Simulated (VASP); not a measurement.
Here is a VASP 6.6.1 calculation.

File INCAR:

```
SYSTEM = ZnS
ALGO     = Normal         ! electronic algorithm
EDIFF    = 1E-6           ! SCF threshold, eV
ENCUT    = 520            ! plane-wave cutoff, eV
GGA      = PE             ! functional
ISIF     = 2              ! what is computed and relaxed
ISMEAR   = 0              ! smearing method
LASPH    = .TRUE.         ! aspherical terms in the spheres
LCHARG   = .FALSE.        ! write CHGCAR
LREAL    = .FALSE.        ! projectors in reciprocal space
LWAVE    = .FALSE.        ! write WAVECAR
NBANDS   = 16             ! bands
NELM     = 100            ! most SCF steps
PREC     = Accurate       ! precision mode
SIGMA    = 0.01           ! smearing width, eV
```

KPOINTS

```
k-points
0
G
  6 6 6
  0 0 0
```

Contents of POSCAR:

```
ZnS
1.0
    0.0000000000      2.6279350084      2.6279350084
    2.6279350084      0.0000000000      2.6279350084
    2.6279350084      2.6279350084      0.0000000000
Zn S
1 1
Direct
    0.2500000000      0.2500000000      0.2500000000
    0.0000000000      0.0000000000      0.0000000000
```

Potentials or basis: VASP PAW PBE potentials, release 64 (Zn, S).

The run is started by

```console
$ cat potpaw_PBE.64/Zn/POTCAR potpaw_PBE.64/S/POTCAR > POTCAR
$ mpirun -np 1 vasp_std > vasp.out
```

Predict the band gap on the k mesh.

2.49 eV, direct.

Predict the pressure.

9.5 GPa.

PBE gaps usually lie below the measured ones, often by a third to a half.
